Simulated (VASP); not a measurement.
Input of a VASP 6.6.1 run:

Contents of INCAR:

```
ALGO     = Normal         # electronic algorithm
EDIFF    = 1E-7           # SCF threshold, eV
ENCUT    = 520            # plane-wave cutoff, eV
GGA      = PE             # functional
ISIF     = 2              # what is computed and relaxed
ISMEAR   = -1             # smearing method
LASPH    = T              # aspherical terms in the spheres
LCHARG   = T              # write CHGCAR
LELF     = T              # ELF
LREAL    = F              # projectors in reciprocal space
LVHAR    = T            
LWAVE    = F              # write WAVECAR
NBANDS   = 12             # bands
NELM     = 80             # most SCF steps
PREC     = Accurate       # precision mode
SIGMA    = 0.1            # smearing width, eV
```

File KPOINTS:

```
k-points
0
Gamma
  16 16 16
```

Contents of POSCAR:

```
Sc
1.0
    2.3073889861      0.0000000000      0.0000000000
    0.0000000000      2.3073889861      0.0000000000
    0.0000000000      0.0000000000      2.3073889861
Sc
1
Direct
    0.0000000000      0.0000000000      0.0000000000
```

Potentials or basis: VASP PAW PBE potentials, release 64 (Sc_sv).

Launch:

```sh
$ cat potpaw_PBE.64/Sc_sv/POTCAR > POTCAR
$ mpirun -np 1 vasp_std > vasp.out
```

Question: Predict the pressure.

Answer: 91.7 GPa.
